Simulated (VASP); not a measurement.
NbW, 2 atoms in the cell. The structure is orthorhombic, space group Cmmm (No. 65). The conventional cell has a = 3.103 Å, b = 4.433 Å, c = 4.438 Å, α = 90.00°, β = 90.00°, γ = 90.00°. Within 3.6 Å of Nb (site symmetry mmm) lie 6 Nb at 2.71 to 3.10 Å and 8 W at 2.71 to 3.14 Å. Within 3.6 Å of W (site symmetry mmm) lie 6 W at 2.71 to 3.10 Å and 8 Nb at 2.71 to 3.14 Å. 

* Program: VASP 6.6.1
* Task: single point
* Functional: PBEsol
* Potentials or basis: VASP PAW PBE potentials, release 64 (Nb_sv, W_sv)
* Cutoff: 520 eV
* k mesh: 7 × 7 × 4
* Occupations: fermi-dirac, width 0.1 eV
* Spin: no spin polarisation
* Dipole correction: no
* Further INCAR settings: ALGO = Normal; EDIFF = 1e-07; NBANDS = 20

Potentials or basis: VASP PAW PBE potentials, release 64 (Nb_sv, W_sv).

Run with:

```console
$ cat potpaw_PBE.64/Nb_sv/POTCAR potpaw_PBE.64/W_sv/POTCAR > POTCAR
$ mpirun -np 1 vasp_std > vasp.out
```

Hardware: 1 thread of Intel Xeon 8259CL, on a shared host.

Q: Estimate the wall time of this run.

A: Run time: 44 s on 1 thread of Intel Xeon 8259CL, on a shared host, peak memory 0.16 GiB. Counts: scf iterations 15, k points 48.
